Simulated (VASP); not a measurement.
# SnSe (Fm-3m) in VASP: a series of runs, part 2 of 2

VASP 6.6.1. Earlier steps stand in the parts before.

**3. Relaxation of cell and atoms, PBEsol, target pressure 7 GPa, at which the enthalpy is minimised**

This run uses another cell than the first one, of 26.27 Å³/atom, 1.229 times its volume.

Contents of INCAR:

```
PREC = Accurate ; ENCUT = 500
EDIFF = 1E-7 ; ISMEAR = 0
SIGMA = 0.01 ; LREAL = F
LASPH = T ; NELM = 120
ALGO = Normal ; ISIF = 3
LWAVE = F ; LCHARG = F
GGA = PS ; IBRION = 2
NSW = 80 ; EDIFFG = -0.001
PSTRESS = 70.0 ; GGA_COMPAT = F
NELMIN = 4
```

Contents of KPOINTS:

```
regular mesh
0
Gamma
  8 8 8
```

Contents of POSCAR:

```
SnSe
1.0
    0.0000000000      2.9727546659      2.9727546659
    2.9727546659      0.0000000000      2.9727546659
    2.9727546659      2.9727546659      0.0000000000
Sn Se
1 1
Direct
    0.0000000000      0.0000000000      0.0000000000
    0.5000000000      0.5000000000      0.5000000000
```

Potentials or basis: VASP PAW PBE potentials, release 64 (Sn_d, Se).

Launch:

```sh
> cat potpaw_PBE.64/Sn_d/POTCAR potpaw_PBE.64/Se/POTCAR > POTCAR
> mpirun -np 1 vasp_std > vasp.out
```

OUTCAR:

```text
PREC = Accurate
   ENCUT = 500
   EDIFF = 1E-7
   ISMEAR = 0
   LREAL = F
   LASPH = T
   NELM = 120
   ISIF = 3
   GGA = PS
   IBRION = 2
   NSW = 80
   EDIFFG = -0.001
   PSTRESS = 70.0
   NELMIN = 4

 ion  position               nearest neighbor table
   1  0.000  0.000  0.000-   2 2.97   2 2.97   2 2.97   2 2.97   2 2.97   2 2.97
   2  0.500  0.500  0.500-   1 2.97   1 2.97   1 2.97   1 2.97   1 2.97   1 2.97

  LATTYP: Found a face centered cubic cell.
 ALAT       =     5.9455093318

  Lattice vectors:

 A1 = (   0.0000000000,   2.9727546659,   2.9727546659)
 A2 = (   2.9727546659,   0.0000000000,   2.9727546659)
 A3 = (   2.9727546659,   2.9727546659,   0.0000000000)

Analysis of symmetry for initial positions (statically):
=====================================================================
 Subroutine PRICEL returns:
 Original cell was already a primitive cell.

 Routine SETGRP: Setting up the symmetry group for a
 face centered cubic supercell.

 Subroutine GETGRP returns: Found 48 space group operations
[... 9 lines left out ...]

 Routine SETGRP: Setting up the symmetry group for a
 face centered cubic supercell.

 Subroutine GETGRP returns: Found 48 space group operations
[... 11 lines left out ...]
                                     Primitive cell

  volume of cell :      52.5421

[... 128 lines left out ...]

 number of electron      20.0000006 magnetization

 Free energy of the ion-electron system (eV)
  ---------------------------------------------------
  ext. energy  EPLUGINS =         0.00000000
  ---------------------------------------------------
  free energy    TOTEN  =        -8.98553076 eV

  energy without entropy =       -8.98553076  energy(sigma->0) =       -8.98553076

 E-fermi :   5.8840     XC(G=0):  -9.9458

 val. band max:        5.7500377853   @ k =   0.5000   0.0000   0.0000
 cond. band min:       6.4988995126   @ k =  -0.3750   0.1250   0.0000
 fundamental gap:      0.7488617273
 Fermi energy:         5.8839813694

 k-point     1 :       0.0000    0.0000    0.0000
  band No.  band energies     occupation
      1     -15.6179      2.00000
      2     -15.6179      2.00000
      3     -15.6169      2.00000
      4     -15.6169      2.00000
      5     -15.6169      2.00000
      6      -8.2758      2.00000
      7       0.8773      2.00000
      8       3.5718      2.00000
      9       3.5718      2.00000
     10       3.5718      2.00000
     11      10.2888      0.00000
     12      10.2888      0.00000
     13      10.2888      0.00000
     14      11.6219      0.00000
[... 580 lines left out ...]
--------------------------------------- Ionic step        6  -------------------------------------------

 number of electron      20.0000004 magnetization

 Free energy of the ion-electron system (eV)
  ---------------------------------------------------
  ext. energy  EPLUGINS =         0.00000000
  ---------------------------------------------------
  free energy    TOTEN  =        -8.88575760 eV

  energy without entropy =       -8.88575760  energy(sigma->0) =       -8.88575760

 E-fermi :   7.1833     XC(G=0): -10.4063

 val. band max:        7.1385927666   @ k =  -0.2500   0.1250   0.0000
 cond. band min:       7.7800471693   @ k =  -0.3750   0.1250   0.0000
 fundamental gap:      0.6414544027
 Fermi energy:         7.1832933010

 k-point     1 :       0.0000    0.0000    0.0000
  band No.  band energies     occupation
      1     -14.4447      2.00000
      2     -14.4447      2.00000
      3     -14.4381      2.00000
      4     -14.4381      2.00000
      5     -14.4381      2.00000
      6      -7.8357      2.00000
      7       2.4471      2.00000
      8       4.4673      2.00000
      9       4.4673      2.00000
     10       4.4673      2.00000
     11      11.8686      0.00000
     12      11.8686      0.00000
     13      11.8686      0.00000
     14      12.6903      0.00000
[... 424 lines left out ...]
  energy  without entropy=       -8.8857576014  energy(sigma->0) =       -8.88575760

  enthalpy is  TOTEN    =        -6.8073527071 eV   P V=        2.0784048943

 reached required accuracy - stopping structural energy minimisation
```

Wall time 38 s (1 thread of Intel Xeon 6975P-C (Granite Rapids), shared host); peak memory 0.19 GiB.

What came out:

- Free energy: -8.8858 eV
- Relaxed volume: 23.79 Å³/atom
- Relaxed cell: a = 4.067 Å, b = 4.067 Å, c = 4.067 Å, α = 60.00°, β = 60.00°, γ = 60.00°
- Space group after relaxing (to 0.05 Å): Fm-3m (No. 225)
- Energy change on relaxing (the enthalpy is what falls): +49.9 meV/atom
- Ionic steps: 6
- Pressure after relaxing: 7.0 GPa
- Band gap on the k mesh: 0.64 eV, indirect (least direct gap 0.81 eV)

The path:
```csv
step,energy change (eV),largest force (eV/Å),pressure (GPa),volume (Å³)
1,0.0000,0.0000,0.02,52.54
2,0.3096,0.0000,14.02,44.31
3,0.0981,0.0000,6.93,47.61
4,0.1023,0.0000,7.10,47.51
5,0.0982,0.0000,6.94,47.61
6,0.0998,0.0000,7.00,47.57
```

Final structure:
```
Sn Se
1.0
     0.00000    2.87588    2.87588
     2.87588    0.00000    2.87588
     2.87588    2.87588    0.00000
Sn Se
1 1
Direct
  0.00000 0.00000 0.00000
  0.50000 0.50000 0.50000
```

Levels at points of the mesh, in eV from the valence-band top:
```csv
k point,band 8,band 9,band 10,band 11,band 12,band 13
"(0.00, 0.00, 0.00)",-2.67,-2.67,-2.67,4.73,4.73,4.73
"(0.50, 0.00, 0.00)",-2.38,-2.38,-0.27,1.02,1.02,1.05
"(0.50, 0.50, 0.00)",-6.17,-4.41,-4.41,2.35,6.05,6.05
```

Caveat: the cell is relaxed towards a set pressure, so the enthalpy falls and the energy may rise; the PAW data sets were made with another functional, which shifts forces and pressure a little; spin-orbit coupling is left out, which moves the levels of the heavy elements.

**4. Single point, PBEsol**

This run uses another cell than the first one, of 19.14 Å³/atom, 0.895 times its volume.

Contents of INCAR:

```
SYSTEM = SnSe
PREC = Accurate
ENCUT = 500
EDIFF = 1E-6
ISMEAR = -1
SIGMA = 0.15
LREAL = .FALSE.
LASPH = .TRUE.
NELM = 120
ALGO = Normal
ISIF = 2
LWAVE = .FALSE.
LCHARG = .FALSE.
GGA = PS
NBANDS = 17
GGA_COMPAT = .FALSE.
```

Contents of KPOINTS:

```
Automatic mesh
0
G
  14 14 14
  0 0 0
```

Contents of POSCAR:

```
SnSe
1.0
    0.0000000000      2.6748266586      2.6748266586
    2.6748266586      0.0000000000      2.6748266586
    2.6748266586      2.6748266586      0.0000000000
Sn Se
1 1
Direct
    0.0000000000      0.0000000000      0.0000000000
    0.5000000000      0.5000000000      0.5000000000
```

Launch:

```sh
> cat potpaw_PBE.64/Sn_d/POTCAR potpaw_PBE.64/Se/POTCAR > POTCAR
> mpirun -np 1 vasp_std > vasp.out
```

It took 22 s on 1 thread of Intel Xeon 6975P-C (Granite Rapids), shared host; peak memory 0.2 GiB.

The run converged. Its results:

```yaml
Free_energy: -7.7900 eV
Pressure: 35.2 GPa
Band_gap_on_the_k_mesh: zero (band 10 reaches 10.86 eV, above the bottom of band 11 at 10.48 eV)
```

Levels at points of the mesh, in eV from the Fermi level:
```
           k point  band 6  band 7  band 8  band 9  band 10  band 11  band 12  band 13  band 14  band 15
(0.00, 0.00, 0.00)  -17.28   -3.89   -3.69   -3.69    -3.69     4.93     4.93     4.93     5.32     5.32
(0.50, 0.00, 0.00)  -15.36  -10.84   -3.28   -3.28    -0.79     0.42     0.42     1.89     8.92    10.20
(0.50, 0.50, 0.00)  -14.48   -8.76   -6.61   -5.97    -5.97     1.16     7.21     7.21     8.08    11.42
```

Caveat: the PAW data sets were made with another functional, which shifts forces and pressure a little; spin-orbit coupling is left out, which moves the levels of the heavy elements.

**5. Relaxation of cell and atoms, PBEsol, target pressure 18 GPa, at which the enthalpy is minimised**

Contents of INCAR:

```
PREC     = Accurate       # precision mode
ENCUT    = 500            # plane-wave cutoff, eV
EDIFF    = 1E-7           # SCF threshold, eV
ISMEAR   = 0              # smearing method
SIGMA    = 0.01           # smearing width, eV
LREAL    = F              # projectors in reciprocal space
LASPH    = T              # aspherical terms in the spheres
NELM     = 120            # most SCF steps
ALGO     = Normal         # electronic algorithm
ISIF     = 3              # what is computed and relaxed
LWAVE    = F              # write WAVECAR
LCHARG   = F              # write CHGCAR
GGA      = PS             # functional
IBRION   = 2              # ionic algorithm
NSW      = 80             # ionic steps
EDIFFG   = -0.001         # ionic threshold
PSTRESS  = 180.0        
GGA_COMPAT= F            
NELMIN   = 4
```

Contents of KPOINTS:

```
Automatic mesh
0
Gamma
  12 12 12
```

Contents of POSCAR:

```
SnSe
1.0
    0.0000000000      2.7766534866      2.7766534866
    2.7766534866      0.0000000000      2.7766534866
    2.7766534866      2.7766534866      0.0000000000
Sn Se
1 1
Direct
    0.0000000000      0.0000000000      0.0000000000
    0.5000000000      0.5000000000      0.5000000000
```

Launch:

```sh
> cat potpaw_PBE.64/Sn_d/POTCAR potpaw_PBE.64/Se/POTCAR > POTCAR
> mpirun -np 1 vasp_std > vasp.out
```

It took 37 s on 1 thread of Intel Xeon 6975P-C (Granite Rapids), shared host; peak memory 0.2 GiB.

The run converged. Its results:

```yaml
Free_energy: -8.5089 eV
Relaxed_volume: 21.40 Å³/atom
Relaxed_cell: a = 3.926 Å, b = 3.926 Å, c = 3.926 Å, α = 60.00°, β = 60.00°, γ = 60.00°
Space_group_after_relaxing_to_0.05_Å: Fm-3m (No. 225)
Energy_change_on_relaxing_the_enthalpy_is_what_falls: +1.1 meV/atom
Ionic_steps: 3
Pressure_after_relaxing: 18.0 GPa
Band_gap_on_the_k_mesh: 0.11 eV, indirect (least direct gap 0.40 eV)
```

Step by step:
```
step  energy change (eV)  largest force (eV/Å)  pressure (GPa)  volume (Å³)
   1              0.0000                0.0000           17.94        42.81
   2              0.0059                0.0000           18.11        42.76
   3              0.0023                0.0000           18.01        42.79
```

Final structure:
```
Sn Se
1.0
     0.00000    2.77621    2.77621
     2.77621    0.00000    2.77621
     2.77621    2.77621    0.00000
Sn Se
1 1
Direct
  0.00000 0.00000 0.00000
  0.50000 0.50000 0.50000
```

Levels at points of the mesh, in eV from the valence-band top:
| k point | band 6 | band 7 | band 8 | band 9 | band 10 | band 11 | band 12 | band 13 | band 14 |
| --- | --- | --- | --- | --- | --- | --- | --- | --- | --- |
| (0.00, 0.00, 0.00) | -16.16 | -4.47 | -3.28 | -3.28 | -3.28 | 4.89 | 4.89 | 4.89 | 5.14 |
| (0.50, 0.00, 0.00) | -14.58 | -9.93 | -2.94 | -2.94 | -0.63 | 0.63 | 0.63 | 1.31 | 8.53 |
| (0.50, 0.50, 0.00) | -13.96 | -7.73 | -6.49 | -5.26 | -5.26 | 1.67 | 6.46 | 6.46 | 7.27 |

Caveat: the cell is relaxed towards a set pressure, so the enthalpy falls and the energy may rise; the PAW data sets were made with another functional, which shifts forces and pressure a little; spin-orbit coupling is left out, which moves the levels of the heavy elements.

**6. The runs side by side**

| task | cell | k mesh | smearing | gap on the mesh (eV) | pressure (GPa) |
| --- | --- | --- | --- | --- | --- |
| single point | a = 3.925 Å, angles 60.0°, 2 atoms | 12 × 12 × 12 | gaussian 0.01 eV | 0.11 | 18.1 |
| relaxation of cell and atoms | relaxed to 7 GPa from a = 4.204 Å, angles 60.0°, 2 atoms | 8 × 8 × 8 | gaussian 0.01 eV | 0.64 | 7.0 |
| single point | a = 3.783 Å, angles 60.0°, 2 atoms | 14 × 14 × 14 | fermi-dirac 0.15 eV | none | 35.2 |
| relaxation of cell and atoms | relaxed to 18 GPa from a = 3.927 Å, angles 60.0°, 2 atoms | 12 × 12 × 12 | gaussian 0.01 eV | 0.11 | 18.0 |

Alike in all rows: level PBEsol; potentials or basis VASP PAW PBE potentials, release 64 (Sn_d, Se); no spin polarisation; cutoff (eV) 500.

Caveats: the PAW data sets were made with another functional, which shifts forces and pressure a little; spin-orbit coupling is left out, which moves the levels of the heavy elements; the cell is relaxed towards a set pressure, so the enthalpy falls and the energy may rise (some runs).

Total energies depend on the potentials used, so only differences within one code and one set of settings carry meaning.
